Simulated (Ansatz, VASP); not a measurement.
Two plane-wave programs on K3Os

```
K Os
1.0
     5.20611    0.00000    0.00000
     0.00000    5.20611    0.00000
     0.00000    0.00000    5.20611
K Os
3 1
Direct
  0.00000 0.50000 0.50000
  0.50000 0.00000 0.50000
  0.50000 0.50000 0.00000
  0.00000 0.00000 0.00000
```

Alike in both runs: functional PBE; k mesh 10 × 10 × 10; occupations gaussian, width 0.1 eV; no spin polarisation.

Ansatz relaxed the structure, and its values are those at the end. VASP's run is a single point on that final structure, the one shown.

|  | VASP | Ansatz |
| --- | --- | --- |
| version | VASP 6.6.1 | Ansatz 0.2.0 |
| potentials or method | VASP PAW PBE potentials, release 64 (K_sv, Os), cutoff 520 eV | scalar-relativistic, plane waves, PAW |
| valence electrons in the cell | 35 | 43 |

```csv
,VASP,Ansatz,Ansatz less VASP
gap on the k mesh at the Fermi level (eV),none,none,-
pressure (GPa),0.0,0.0,0.00
```

A gap of «none» marks a metal or a gap that the smearing closes. The functional is the same, so the differences come from potentials, cutoffs and numerics. VASP's potentials hold 35 valence electrons a cell and Ansatz's 43, so a difference there can come from the potentials and not from the codes.

Neither program's run includes spin-orbit coupling.
